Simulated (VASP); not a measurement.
# H (P6_3/mmc) in VASP: further runs, part 2 of 2

VASP 6.6.1.

## Step 3: Electric field gradients, PBE (volume scaled by 1.06)

Input file INCAR:

```
SYSTEM = H
  PREC = Accurate
  ENCUT = 520
  EDIFF = 1E-8
  ISMEAR = -1
  SIGMA = 0.01
  LREAL = .FALSE.
  LASPH = .TRUE.
  NELM = 100
  ALGO = Normal
  ISIF = 2
  LWAVE = .FALSE.
  LCHARG = .FALSE.
  GGA = PE
  LEFG = .TRUE.
  NBANDS = 8
```

Input file KPOINTS:

```
regular mesh
0
G
  13 13 7
  0 0 0
```

Input file POSCAR:

```
H
1.0
    2.0545193124      0.0000000000      0.0000000000
   -1.0272596562      1.7792659171      0.0000000000
    0.0000000000      0.0000000000      3.3004867062
H
2
Direct
    0.3333333333      0.6666666667      0.2500000000
    0.6666666667      0.3333333333      0.7500000000
```

Potentials or basis: VASP PAW PBE potentials, release 64 (H).

Command:

```sh
cat potpaw_PBE.64/H/POTCAR > POTCAR
mpirun -np 1 vasp_std > vasp.out
```

OUTCAR:

```text
SYSTEM = H
   PREC = Accurate
   ENCUT = 520
   EDIFF = 1E-8
   ISMEAR = -1
   LREAL = .FALSE.
   LASPH = .TRUE.
   NELM = 100
   ISIF = 2
   GGA = PE

 ion  position               nearest neighbor table
   1  0.333  0.667  0.250-
   2  0.667  0.333  0.750-

  LATTYP: Found a hexagonal cell.
 ALAT       =     2.0545193124
 C/A-ratio  =     1.6064520232

  Lattice vectors:

 A1 = (   2.0545193124,   0.0000000000,   0.0000000000)
 A2 = (  -1.0272596562,   1.7792659171,   0.0000000000)
 A3 = (   0.0000000000,   0.0000000000,   3.3004867062)

Analysis of symmetry for initial positions (statically):
=====================================================================
 Subroutine PRICEL returns:
 Original cell was already a primitive cell.

 Routine SETGRP: Setting up the symmetry group for a
 hexagonal supercell.

 Subroutine GETGRP returns: Found 24 space group operations
 (whereof 12 operations were pure point group operations)
 out of a pool of 24 trial point group operations.

The static configuration has the point symmetry D_3d.
 The point group associated with its full space group is D_6h.

Analysis of symmetry for dynamics (positions and initial velocities):
=====================================================================
 Subroutine PRICEL returns:
 Original cell was already a primitive cell.

 Routine SETGRP: Setting up the symmetry group for a
 hexagonal supercell.

 Subroutine GETGRP returns: Found 24 space group operations
 (whereof 12 operations were pure point group operations)
 out of a pool of 24 trial point group operations.

The dynamic configuration has the point symmetry D_3d.
 The point group associated with its full space group is D_6h.

 Subroutine INISYM returns: Found 24 space group operations
 (whereof 12 operations are pure point group operations),
 and found     1 'primitive' translations

----------------------------------------------------------------------------------------

                                     Primitive cell

  volume of cell :      12.0650

  direct lattice vectors                    reciprocal lattice vectors
     2.054519312  0.000000000  0.000000000     0.486731857  0.281014769  0.000000000
    -1.027259656  1.779265917  0.000000000     0.000000000  0.562029537  0.000000000
     0.000000000  0.000000000  3.300486706     0.000000000  0.000000000  0.302985617

  length of vectors
     2.054519312  2.054519312  3.300486706     0.562029537  0.562029537  0.302985617

  position of ions in fractional coordinates (direct lattice)
     0.333333333  0.666666667  0.250000000
     0.666666667  0.333333333  0.750000000

  ion indices of the primitive-cell ions
   primitive index   ion index
                 1           1
                 2           2

----------------------------------------------------------------------------------------

 KPOINTS: regular mesh

Automatic generation of k-mesh.
[... 71 lines left out ...]
   NFREE  =      0    steps in history (QN), initial steepest desc. (CG)
   ISIF   =      2    stress and relaxation
   ISYM   =      2    0-nonsym 1-usesym 2-fastsym
   POTIM  = 0.5000    time-step for ionic-motion
   TEBEG  =    0.0;   TEEND  =   0.0 temperature during run
   PSTRESS=    0.0 pullay stress
   NELECT =       2.0000    total number of electrons
   NUPDOWN=      -1.0000    fix difference up-down
   EMIN   =  10.00;   EMAX   =-10.00  energy-range for DOS
   EFERMI =   0.00;   METHOD = LEGACY
   ISMEAR =    -1;   SIGMA  =   0.01  broadening in eV -4-tet -1-fermi 0-gaus
   EFERMI_NEDOS =   21; number of points for ismear=-14 and -15
   IALGO  =     38    algorithm
   IMIX   =      4    mixing-type and parameters
     AMIX     =   0.40;   BMIX     =  1.00
     AMIX_MAG =   1.60;   BMIX_MAG =  1.00
  volume/ion in A,a.u.               =       6.03        40.71
  Fermi-wavevector in a.u.,A,eV,Ry     =   0.899308  1.699446 11.003779  0.808755
  Thomas-Fermi vector in A             =   2.022126
   LORBIT       =      0    0 simple, 1 ext, 2 COOP (PROOUT), +10 PAW based schemes
   GGA     = PE    functional components
   LHFCALC =     F    Hartree Fock is set to
   AEXX    =    0.0000 exact exchange contribution
   IVDW    =     0    specifies the selected vdW correction
   LEPSILON=     F    determine dielectric tensor
   LRPA    =     F    only Hartree local field effects (RPA)
 non-spin polarized calculation
  energy-cutoff  :      520.00
  volume of cell :       12.07
 maximum number of plane-waves:       336
 NGX is ok and might be reduce to    16
   NGX =  7   NGY =  7   NGZ = 13

 number of electron       2.0000000 magnetization

 Free energy of the ion-electron system (eV)
  ---------------------------------------------------
  ext. energy  EPLUGINS =         0.00000000
  ---------------------------------------------------
  free energy    TOTEN  =        -3.54726561 eV

  energy without entropy =       -3.54692806  energy(sigma->0) =       -3.54709684

 E-fermi :  -1.5336     XC(G=0):  -8.7252

 val. band max:       -1.5564679974   @ k =   0.0769   0.0769   0.1429
 cond. band min:      -1.5240782845   @ k =   0.2308   0.0769   0.2857
 fundamental gap:      0.0323897129
 Fermi energy:        -1.5336118221

 k-point     1 :       0.0000    0.0000    0.0000
  band No.  band energies     occupation
      1     -10.9682      2.00000
      2      -0.9318      0.00000
      3       6.6348      0.00000
      4      30.4791      0.00000
      5      31.1981      0.00000
      6      37.7795      0.00000
      7      37.7795      0.00000
      8      39.6799      0.00000
[... 243 lines left out ...]
 k-point    24 :       0.1538   -0.0000    0.1429
  band No.  band energies     occupation
      1      -9.6524      2.00000
      2      -1.3292      0.00000
      3       9.4875      0.00000
      4      23.4230      0.00000
      5      26.4722      0.00000
      6      32.9013      0.00000
      7      34.3091      0.00000
      8      37.8965      0.00000

 [... further k-points ...]
[... 5 lines left out ...]
  --------------------------------------------------------------------------------------
  -------------------------------------------------------------------------------------
  Total       -1.6935487     -1.6935487     -1.9153341      0.0000000     -0.0000000      0.0000000
  in kB     -224.8946919   -224.8946919   -254.3466703      0.0000000     -0.0000000      0.0000000
  external PRESSURE =    -234.7120180 kB  Pullay stress =       0.0000000 kB

 VOLUME and BASIS-vectors are now :
 -----------------------------------------------------------------------------
  energy-cutoff  :      520.00
  volume of cell :       12.07
      direct lattice vectors                 reciprocal lattice vectors
     2.054519312  0.000000000  0.000000000     0.486731857  0.281014769  0.000000000
    -1.027259656  1.779265917  0.000000000     0.000000000  0.562029537  0.000000000
     0.000000000  0.000000000  3.300486706     0.000000000  0.000000000  0.302985617

 POSITION                                       TOTAL-FORCE (eV/Angst)
 -----------------------------------------------------------------------------------
     -0.00000      1.18618      0.82512        -0.000000      0.000000      0.000000
      1.02726      0.59309      2.47537         0.000000     -0.000000      0.000000
 -----------------------------------------------------------------------------------
    total drift:                               -0.000000      0.000000     -0.000000

  FREE ENERGIE OF THE ION-ELECTRON SYSTEM (eV)
  ---------------------------------------------------
  free  energy   TOTEN  =        -3.5472656098 eV

  energy  without entropy=       -3.5469280642  energy(sigma->0) =       -3.54709684

 Electric field gradients (V/A^2)
---------------------------------------------------------------------
 ion       V_xx      V_yy      V_zz      V_xy      V_xz      V_yz
---------------------------------------------------------------------
   1       0.029     0.030    -0.059     0.001     0.000    -0.000
   2       0.029     0.030    -0.059     0.001    -0.000     0.000
---------------------------------------------------------------------

 Electric field gradients after diagonalization (V/A^2)
 (convention: |V_zz| > |V_xx| > |V_yy|)
----------------------------------------------------------------------
 ion       V_xx      V_yy      V_zz     asymmetry (V_yy - V_xx)/ V_zz
----------------------------------------------------------------------
   1       0.030     0.029    -0.059       0.023
   2       0.030     0.029    -0.059       0.023
----------------------------------------------------------------------

           NMR quadrupolar parameters

 Cq : quadrupolar parameter    Cq=e*Q*V_zz/h
 eta: asymmetry parameters     (V_yy - V_xx)/ V_zz
 Q  : nuclear electric quadrupole moment in mb (millibarn)
----------------------------------------------------------------------
 ion       Cq(MHz)       eta       Q (mb)
----------------------------------------------------------------------
   1      -0.000       0.023       1.000
   2      -0.000       0.023       1.000
----------------------------------------------------------------------
```

OSZICAR:

```text
N       E                     dE             d eps       ncg     rms          rms(c)
DAV:   1    -0.306666701926E+01   -0.30667E+01   -0.86422E+02  1408   0.192E+02
DAV:   2    -0.354219529684E+01   -0.47553E+00   -0.43190E+00  1776   0.104E+01
DAV:   3    -0.354395223409E+01   -0.17569E-02   -0.17569E-02  1528   0.649E-01
DAV:   4    -0.354395237857E+01   -0.14448E-06   -0.14437E-06  2064   0.621E-03
DAV:   5    -0.354395237835E+01    0.22159E-09   -0.64860E-11  1496   0.199E-05    0.576E-01
DAV:   6    -0.354592025316E+01   -0.19679E-02   -0.29071E-04  1640   0.100E-01    0.361E-01
DAV:   7    -0.354725054203E+01   -0.13303E-02   -0.75794E-04  1640   0.158E-01    0.162E-02
DAV:   8    -0.354726371527E+01   -0.13173E-04   -0.60747E-06  1912   0.196E-02    0.479E-03
DAV:   9    -0.354726560142E+01   -0.18861E-05   -0.78973E-07  1736   0.625E-03    0.169E-04
DAV:  10    -0.354726562309E+01   -0.21672E-07   -0.16426E-09  1392   0.319E-04    0.843E-05
DAV:  11    -0.354726560869E+01    0.14397E-07   -0.17172E-10   832   0.988E-05    0.607E-06
DAV:  12    -0.354726560985E+01   -0.11526E-08   -0.25565E-12   744   0.103E-05
   1 F= -.35472656E+01 E0= -.35470968E+01  d E =-.337546E-03
```

stdout:

```text
POSCAR found type information on POSCAR H
 POSCAR found :  1 types and       2 ions
 scaLAPACK will be used
 LDA part: xc-table for (Slater+PW92), standard interpolation
 POSCAR, INCAR and KPOINTS ok, starting setup
 FFT: planning ... GRIDC
 FFT: planning ... GRID_SOFT
 FFT: planning ... GRID
 WAVECAR not read
 entering main loop
ion   1

ion   2
```

Run time: 5.2 s. Hardware: 1 thread of Intel Xeon Platinum 8259CL at 2.50GHz (Skylake/Cascade Lake), shared host; peak memory 0.11 GiB.

Results:

```
Free energy            : -3.5473 eV
Pressure               : -23.5 GPa
Band gap on the k mesh : zero (band 1 reaches 1.37 eV, above the bottom of band 2 at -6.81 eV)
```

Levels at points of the mesh, in eV from the Fermi level:
| k point | band 1 | band 2 | band 3 | band 4 | band 5 | band 6 |
| --- | --- | --- | --- | --- | --- | --- |
| (0.00, 0.00, 0.00) | -9.43 | 0.60 | 8.17 | 32.01 | 32.73 | 39.31 |

Caveat: without QUAD_EFG the Cq values of the log hold for a quadrupole moment of 1 mb, not for the nuclei.
